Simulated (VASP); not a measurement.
AlRu, 2 atoms in the cell. Symmetry: Pm-3m, No. 221, cubic system. Conventional cell: a = 2.992 Å, b = 2.992 Å, c = 2.992 Å, α = 90.00°, β = 90.00°, γ = 90.00°. Within 3.4 Å of Al (site symmetry m-3m) lie 8 Ru at 2.59 Å and 6 Al at 2.99 Å. Ru (site symmetry m-3m) has 8 Al at 2.59 Å and 6 Ru at 2.99 Å within 3.4 Å. 

```yaml
Program: VASP 6.6.1
Task: single point
Functional: PBEsol
Potentials_or_basis: VASP PAW PBE potentials, release 64 (Al, Ru_pv)
Cutoff: 500 eV
k_mesh: 4 × 4 × 4
Occupations: fermi-dirac, width 0.1 eV
Spin: no spin polarisation
Dipole_correction: no
Further_INCAR_settings: ALGO = Normal; EDIFF = 1e-06; NBANDS = 16
```

Potentials or basis: VASP PAW PBE potentials, release 64 (Al, Ru_pv).

Command:

```bash
$ cat potpaw_PBE.64/Al/POTCAR potpaw_PBE.64/Ru_pv/POTCAR > POTCAR
$ mpirun -np 1 vasp_std > vasp.out
```

Hardware: 1 thread of Intel Xeon 6975P-C, with other jobs on the host.

Task: How long does it take, and how much memory?

Result: Run time: 3.8 s on 1 thread of Intel Xeon 6975P-C, with other jobs on the host, peak memory 0.14 GiB. Counts: scf iterations 11, k points 10.
